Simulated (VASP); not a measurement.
# PbSe (Clausthalite) (Fm-3m) in VASP: a series of runs, part 2 of 2

VASP 6.6.1. Earlier steps stand in the parts before.

### Step 3. Single point, LDA

This run uses another cell than the first one, of 29.82 Å³/atom, 1.020 times its volume.

INCAR

```
  PREC = Accurate
  ENCUT = 520
  EDIFF = 1E-6
  ISMEAR = 0
  SIGMA = 0.01
  LREAL = False
  LASPH = True
  NELM = 80
  ALGO = Normal
  ISIF = 2
  LWAVE = False
  LCHARG = False
  GGA = CA
  NBANDS = 17
```

KPOINTS

```
Automatic mesh
0
Gamma
  5 5 5
```

POSCAR

```
PbSe
1.0
    0.0000000000      3.1009263293      3.1009263293
    3.1009263293      0.0000000000      3.1009263293
    3.1009263293      3.1009263293      0.0000000000
Pb Se
1 1
Direct
    0.0000000000      0.0000000000      0.0000000000
    0.5000000000      0.5000000000      0.5000000000
```

Potentials or basis: VASP PAW LDA potentials, release 64 (Pb_d, Se).

Launch:

```bash
> cat potpaw_LDA.64/Pb_d/POTCAR potpaw_LDA.64/Se/POTCAR > POTCAR
> mpirun -np 1 vasp_std > vasp.out
```

OUTCAR:

```text
PREC = Accurate
   ENCUT = 520
   EDIFF = 1E-6
   ISMEAR = 0
   LREAL = False
   LASPH = True
   NELM = 80
   ISIF = 2
   GGA = CA

 ion  position               nearest neighbor table
   1  0.000  0.000  0.000-   2 3.10   2 3.10   2 3.10   2 3.10   2 3.10   2 3.10
   2  0.500  0.500  0.500-   1 3.10   1 3.10   1 3.10   1 3.10   1 3.10   1 3.10

  LATTYP: Found a face centered cubic cell.
 ALAT       =     6.2018526586

  Lattice vectors:

 A1 = (   0.0000000000,   3.1009263293,   3.1009263293)
 A2 = (   3.1009263293,   0.0000000000,   3.1009263293)
 A3 = (   3.1009263293,   3.1009263293,   0.0000000000)

Analysis of symmetry for initial positions (statically):
=====================================================================
 Subroutine PRICEL returns:
 Original cell was already a primitive cell.

 Routine SETGRP: Setting up the symmetry group for a
 face centered cubic supercell.

 Subroutine GETGRP returns: Found 48 space group operations
 (whereof 48 operations were pure point group operations)
 out of a pool of 48 trial point group operations.

The static configuration has the point symmetry O_h .

Analysis of symmetry for dynamics (positions and initial velocities):
=====================================================================
 Subroutine PRICEL returns:
 Original cell was already a primitive cell.

 Routine SETGRP: Setting up the symmetry group for a
 face centered cubic supercell.

 Subroutine GETGRP returns: Found 48 space group operations
 (whereof 48 operations were pure point group operations)
 out of a pool of 48 trial point group operations.

The dynamic configuration has the point symmetry O_h .

 Subroutine INISYM returns: Found 48 space group operations
 (whereof 48 operations are pure point group operations),
 and found     1 'primitive' translations

----------------------------------------------------------------------------------------

                                     Primitive cell

  volume of cell :      59.6354

  direct lattice vectors                    reciprocal lattice vectors
     0.000000000  3.100926329  3.100926329    -0.161242141  0.161242141  0.161242141
     3.100926329  0.000000000  3.100926329     0.161242141 -0.161242141  0.161242141
     3.100926329  3.100926329  0.000000000     0.161242141  0.161242141 -0.161242141

  length of vectors
     4.385372071  4.385372071  4.385372071     0.279279580  0.279279580  0.279279580

  position of ions in fractional coordinates (direct lattice)
     0.000000000  0.000000000  0.000000000
     0.500000000  0.500000000  0.500000000

  ion indices of the primitive-cell ions
   primitive index   ion index
                 1           1
                 2           2

----------------------------------------------------------------------------------------

 KPOINTS: Automatic mesh

Automatic generation of k-mesh.
 Grid dimensions read from file:
 generate k-points for:    5    5    5

 Generating k-lattice:

  Cartesian coordinates                     Fractional coordinates (reciprocal lattice)
    -0.032248428  0.032248428  0.032248428     0.200000000  0.000000000  0.000000000
     0.032248428 -0.032248428  0.032248428     0.000000000  0.200000000  0.000000000
     0.032248428  0.032248428 -0.032248428     0.000000000  0.000000000  0.200000000

  Length of vectors
     0.055855916  0.055855916  0.055855916

  Shift w.r.t. Gamma in fractional coordinates (k-lattice)
     0.000000000  0.000000000  0.000000000

 Subroutine IBZKPT returns following result:
 ===========================================

 Found     10 irreducible k-points:

 Following reciprocal coordinates:
            Coordinates               Weight
  0.000000  0.000000  0.000000      1.000000
  0.200000  0.000000  0.000000      8.000000
  0.400000  0.000000  0.000000      8.000000
  0.200000  0.200000  0.000000      6.000000
  0.400000  0.200000  0.000000     24.000000
 -0.400000  0.200000  0.000000     24.000000
 -0.200000  0.200000  0.000000     12.000000
  0.400000  0.400000  0.000000      6.000000
 -0.400000  0.400000  0.000000     12.000000
 -0.400000  0.400000  0.200000     24.000000
   k-points           NKPTS =     10   k-points in BZ     NKDIM =     10   number of bands    NBANDS=     17
   number of dos      NEDOS =    301   number of ions     NIONS =      2
   total plane-waves  NPLWV =  46656
   dimension x,y,z NGX =    36 NGY =   36 NGZ =   36
   dimension x,y,z NGXF=    72 NGYF=   72 NGZF=   72
   ions per type =               1   1
   NGX,Y,Z   is equivalent  to a cutoff of  13.65, 13.65, 13.65 a.u.
   NGXF,Y,Z  is equivalent  to a cutoff of  27.29, 27.29, 27.29 a.u.
 SYSTEM =  unknown system
   PREC   = accura    normal or accurate (medium, high low for compatibility)
   ISTART =      0    job   : 0-new  1-cont  2-samecut
   ICHARG =      2    charge: 1-file 2-atom 10-const
   ISPIN  =      1    spin polarized calculation?
   LNONCOLLINEAR =      F non collinear calculations
   LSORBIT =      F    spin-orbit coupling
   LASPH  =      T    aspherical Exc in radial PAW
   ENCUT  =  520.0 eV  38.22 Ry    6.18 a.u.   8.15  8.15  8.15*2*pi/ulx,y,z
   NELM   =     80;   NELMIN=  2; NELMDL= -5     # of ELM steps
   EDIFF  = 0.1E-05   stopping-criterion for ELM
   LREAL  =      F    real-space projection
   EDIFFG = 0.1E-04   stopping-criterion for IOM
   NSW    =      0    number of steps for IOM
   IBRION =     -1    ionic relax: 0-MD 1-quasi-New 2-CG
   NFREE  =      0    steps in history (QN), initial steepest desc. (CG)
   ISIF   =      2    stress and relaxation
   ISYM   =      2    0-nonsym 1-usesym 2-fastsym
   POTIM  = 0.5000    time-step for ionic-motion
   TEBEG  =    0.0;   TEEND  =   0.0 temperature during run
   PSTRESS=    0.0 pullay stress
   NELECT =      20.0000    total number of electrons
   NUPDOWN=      -1.0000    fix difference up-down
   EMIN   =  10.00;   EMAX   =-10.00  energy-range for DOS
   EFERMI =   0.00;   METHOD = LEGACY
   ISMEAR =     0;   SIGMA  =   0.01  broadening in eV -4-tet -1-fermi 0-gaus
   EFERMI_NEDOS =   21; number of points for ismear=-14 and -15
   IALGO  =     38    algorithm
   IMIX   =      4    mixing-type and parameters
     AMIX     =   0.40;   BMIX     =  1.00
     AMIX_MAG =   1.60;   BMIX_MAG =  1.00
  volume/ion in A,a.u.               =      29.82       201.22
  Fermi-wavevector in a.u.,A,eV,Ry     =   1.137409  2.149392 17.601851  1.293700
  Thomas-Fermi vector in A             =   2.274114
   LORBIT       =      0    0 simple, 1 ext, 2 COOP (PROOUT), +10 PAW based schemes
   GGA     = CA    functional components
   LHFCALC =     F    Hartree Fock is set to
   AEXX    =    0.0000 exact exchange contribution
   IVDW    =     0    specifies the selected vdW correction
   LEPSILON=     F    determine dielectric tensor
   LRPA    =     F    only Hartree local field effects (RPA)
 non-spin polarized calculation
 Gauss-broadening in eV      SIGMA  =   0.01
  energy-cutoff  :      520.00
  volume of cell :       59.64
 maximum number of plane-waves:      1639
 NGX is ok and might be reduce to    36
   NGX = 17   NGY = 17   NGZ = 17

 number of electron      20.0000001 magnetization

 Free energy of the ion-electron system (eV)
  ---------------------------------------------------
  ext. energy  EPLUGINS =         0.00000000
  ---------------------------------------------------
  free energy    TOTEN  =        -9.41553290 eV

  energy without entropy =       -9.41553290  energy(sigma->0) =       -9.41553290

 E-fermi :   4.1374     XC(G=0):  -9.6727

 val. band max:        4.0532058286   @ k =  -0.2000   0.2000   0.0000
 cond. band min:       5.1792406435   @ k =   0.4000   0.0000   0.0000
 fundamental gap:      1.1260348149
 Fermi energy:         4.1373770400

 k-point     1 :       0.0000    0.0000    0.0000
  band No.  band energies     occupation
      1     -12.2952      2.00000
      2     -12.2952      2.00000
      3     -12.2950      2.00000
      4     -12.2950      2.00000
      5     -12.2950      2.00000
      6      -8.8714      2.00000
[... 9 lines left out ...]
     16      10.9779      0.00000
     17      12.5568      0.00000
[... 161 lines left out ...]
 k-point    10 :      -0.4000    0.4000    0.2000
  band No.  band energies     occupation
      1     -12.3622      2.00000
      2     -12.2961      2.00000
      3     -12.2916      2.00000
      4     -12.2742      2.00000
      5     -12.2598      2.00000
      6      -7.6447      2.00000
[... 9 lines left out ...]
     16      15.5712      0.00000
     17      15.7476      0.00000

------------------------ aborting loop because EDIFF is reached ----------------------------------------

  FORCE on cell =-STRESS in cart. coord.  units (eV):
  Direction    XX          YY          ZZ          XY          YZ          ZX
  --------------------------------------------------------------------------------------
  -------------------------------------------------------------------------------------
  Total       -1.4557448     -1.4557448     -1.4557448      0.0000000      0.0000000      0.0000000
  in kB      -39.1103299    -39.1103299    -39.1103299      0.0000000      0.0000000      0.0000000
  external PRESSURE =     -39.1103299 kB  Pullay stress =       0.0000000 kB

 VOLUME and BASIS-vectors are now :
 -----------------------------------------------------------------------------
  energy-cutoff  :      520.00
  volume of cell :       59.64
      direct lattice vectors                 reciprocal lattice vectors
     0.000000000  3.100926329  3.100926329    -0.161242141  0.161242141  0.161242141
     3.100926329  0.000000000  3.100926329     0.161242141 -0.161242141  0.161242141
     3.100926329  3.100926329  0.000000000     0.161242141  0.161242141 -0.161242141

 POSITION                                       TOTAL-FORCE (eV/Angst)
 -----------------------------------------------------------------------------------
      0.00000      0.00000      0.00000         0.000000     -0.000000     -0.000000
      3.10093      3.10093      3.10093        -0.000000      0.000000      0.000000
 -----------------------------------------------------------------------------------
    total drift:                                0.000000      0.000000      0.000000

  FREE ENERGIE OF THE ION-ELECTRON SYSTEM (eV)
  ---------------------------------------------------
  free  energy   TOTEN  =        -9.4155329002 eV

  energy  without entropy=       -9.4155329002  energy(sigma->0) =       -9.41553290
```

stdout:

```text
POSCAR found type information on POSCAR PbSe
 POSCAR found :  2 types and       2 ions
 scaLAPACK will be used
 LDA part: xc-table for (Slater(with rela. corr.)+CA(PZ))
 , standard interpolation
 POSCAR, INCAR and KPOINTS ok, starting setup
 FFT: planning ... GRIDC
 FFT: planning ... GRID_SOFT
 FFT: planning ... GRID
 WAVECAR not read
 entering main loop
```

It took 5.1 s on 1 thread of Intel Xeon 6975P-C, shared host; peak memory 0.17 GiB.

What came out:

```
Free energy : -9.4155 eV
Pressure    : -3.9 GPa
```

Levels at points of the mesh, in eV from the Fermi level:
```tsv
k point	band 6	band 7	band 8	band 9	band 10	band 11	band 12	band 13	band 14	band 15
(0.00, 0.00, 0.00)	-13.01	-6.16	-1.41	-1.41	-1.41	4.80	4.80	4.80	6.84	6.84
```

Caveat: this odd mesh misses L, where the gap lies, so gap, dielectric constants and Born charges aren't listed; spin-orbit coupling is left out, which moves the levels of the heavy elements.

### Step 4. Single point, LDA

This run uses another cell than the first one, of 30.39 Å³/atom, 1.039 times its volume.

INCAR

```
SYSTEM = PbSe
PREC = Accurate
ENCUT = 520
EDIFF = 1E-6
ISMEAR = 0
SIGMA = 0.01
LREAL = .False.
LASPH = .True.
NELM = 60
ALGO = Normal
ISIF = 2
LWAVE = .False.
LCHARG = .False.
NBANDS = 17
```

KPOINTS

```
regular mesh
0
Gamma
  5 5 5
  0 0 0
```

POSCAR

```
PbSe
1.0
    0.0000000000      3.1206779849      3.1206779849
    3.1206779849      0.0000000000      3.1206779849
    3.1206779849      3.1206779849      0.0000000000
Pb Se
1 1
Direct
    0.0000000000      0.0000000000      0.0000000000
    0.5000000000      0.5000000000      0.5000000000
```

Launch:

```bash
> cat potpaw_LDA.64/Pb_d/POTCAR potpaw_LDA.64/Se/POTCAR > POTCAR
> mpirun -np 1 vasp_std > vasp.out
```

Wall time 5.9 s (1 thread of Intel Xeon 6975P-C, shared host); peak memory 0.17 GiB.

The run converged. Its results:

- Free energy: -9.3851 eV
- Pressure: -4.6 GPa

Levels at points of the mesh, in eV from the Fermi level:
| k point | band 7 | band 8 | band 9 | band 10 | band 11 | band 12 | band 13 | band 14 |
| --- | --- | --- | --- | --- | --- | --- | --- | --- |
| (0.00, 0.00, 0.00) | -6.16 | -1.30 | -1.30 | -1.30 | 4.78 | 4.78 | 4.78 | 6.90 |

Caveat: this odd mesh misses L, where the gap lies, so gap, dielectric constants and Born charges aren't listed; spin-orbit coupling is left out, which moves the levels of the heavy elements.

### Step 5. Summary

```csv
cell,pressure (GPa)
"a = 4.357 Å, angles 60.0°, 2 atoms",-3.1
"a = 4.385 Å, angles 60.0°, 2 atoms",-3.9
"a = 4.413 Å, angles 60.0°, 2 atoms",-4.6
```

Alike in all rows: task single point; level LDA; potentials or basis VASP PAW LDA potentials, release 64 (Pb_d, Se); no spin polarisation; k mesh 5 × 5 × 5; cutoff (eV) 520; smearing gaussian 0.01 eV.

Caveats: spin-orbit coupling is left out, which moves the levels of the heavy elements.

Total energies depend on the potentials used, so only differences within one code and one set of settings carry meaning.
